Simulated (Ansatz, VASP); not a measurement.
# Two plane-wave programs on Be2Se

File INCAR:

```
SYSTEM = Be2Se
PREC = Accurate
ENCUT = 600
EDIFF = 1E-7
ISMEAR = 0
SIGMA = 0.2
LREAL = .False.
LASPH = .True.
NELM = 80
ALGO = Normal
ISIF = 3
LWAVE = .False.
LCHARG = .False.
GGA = PE
IBRION = 2
NSW = 36
EDIFFG = -0.08
```

File KPOINTS:

```
regular mesh
0
Gamma
  5 5 3
  0 0 0
```

POSCAR

```
Be2Se
1.0
    3.6000000000      0.0000000000      0.0000000000
    0.0000000000      3.6000000000      0.0000000000
    0.0000000000      0.0000000000      6.3000000000
Be Se
4 2
Direct
    0.5000000000      0.5000000000      0.0000000000
    0.5000000000      0.0000000000      0.7300000000
    0.0000000000      0.0000000000      0.0000000000
    0.0000000000      0.5000000000      0.2700000000
    0.5000000000      0.0000000000      0.3000000000
    0.0000000000      0.5000000000      0.7000000000
```

Input for Ansatz:

```yaml
crystal:
  lattice:
    - [3.6, 0.0, 0.0]
    - [0.0, 3.6, 0.0]
    - [0.0, 0.0, 6.3]
  atoms:
    - { symbol: Be, position: [0.5, 0.5, 0.0] }
    - { symbol: Be, position: [0.5, 0.0, 0.73] }
    - { symbol: Be, position: [0.0, 0.0, 0.0] }
    - { symbol: Be, position: [0.0, 0.5, 0.27] }
    - { symbol: Se, position: [0.5, 0.0, 0.3] }
    - { symbol: Se, position: [0.0, 0.5, 0.7] }
basis:
  ecutwfc: 420
kpoints:
  mp_grid: { grid: [5, 5, 3] }
hamiltonian:
  xc: pbe
scf:
  occupations: { method: gaussian, width: 0.2 }
  lower_state_search: "off"
output:
  forces: true
  stress: true
  eigenvalues: true
relax:
  adjacent_minimum: "off"
  f_tol: 0.08
  max_steps: 16
  cell: { stress_tol: 0.8 }
```

Alike in both runs: task relaxation of cell and atoms; functional PBE; k mesh 5 × 5 × 3; occupations gaussian, width 0.2 eV; no spin polarisation.

```csv
,VASP,Ansatz
version,VASP 6.6.1,Ansatz 0.2.0
potentials or method,"VASP PAW PBE potentials, release 64 (Be, Se), cutoff 600 eV","scalar-relativistic, plane waves, PAW"
valence electrons in the cell,20,40
```

```tsv
	VASP	Ansatz	Ansatz less VASP
gap on the k mesh at the Fermi level, each at its own relaxed structure (eV)	none	none	-
relaxed volume (Å³/atom)	13.92	14.16	+0.243
relaxed cell length with the largest relative difference (Å)	8.028	8.130	+0.1018
```

A gap of «none» marks a metal or a gap that the smearing closes. VASP's potentials hold 20 valence electrons a cell and Ansatz's 40, so a difference there can come from the potentials and not from the codes.
